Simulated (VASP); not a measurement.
# Ti: single point with PBE

The system is Ti.

```
Ti
1.0
    -2.49698    2.49698    1.40188
     2.49698   -2.49698    1.40188
     2.49698    2.49698   -1.40188
Ti
2
Direct
  0.62500 0.87500 0.75000
  0.37500 0.12500 0.25000
```

- Program: VASP 6.6.1
- Task: single point
- Functional: PBE
- Potentials or basis: VASP PAW PBE potentials, release 64 (Ti_sv)
- Cutoff: 520 eV
- k mesh: 15 × 15 × 15
- Occupations: fermi-dirac, width 0.1 eV
- Spin: no spin polarisation
- Dipole correction: no
- Further INCAR settings: ALGO = Normal; EDIFF = 1e-06; NBANDS = 19

* Pressure: -0.1 GPa
* Band gap on the k mesh: zero (bands 12 and 13 overlap by 0.83 eV)

Stress tensor (GPa, compression positive):
```
-0.07  0.00  0.00
 0.00 -0.07  0.00
 0.00  0.00 -0.20
```

Levels at points of the mesh, in eV from the Fermi level:
| k point | band 8 | band 9 | band 10 | band 11 | band 12 | band 13 | band 14 | band 15 | band 16 | band 17 |
| --- | --- | --- | --- | --- | --- | --- | --- | --- | --- | --- |
| (0.00, 0.00, 0.00) | -32.31 | -5.78 | -2.58 | -0.86 | -0.44 | 0.27 | 2.47 | 2.47 | 2.51 | 2.51 |

Wall time 4 min on 1 thread of Intel Xeon 8259CL, on a shared host, peak memory 0.28 GiB.
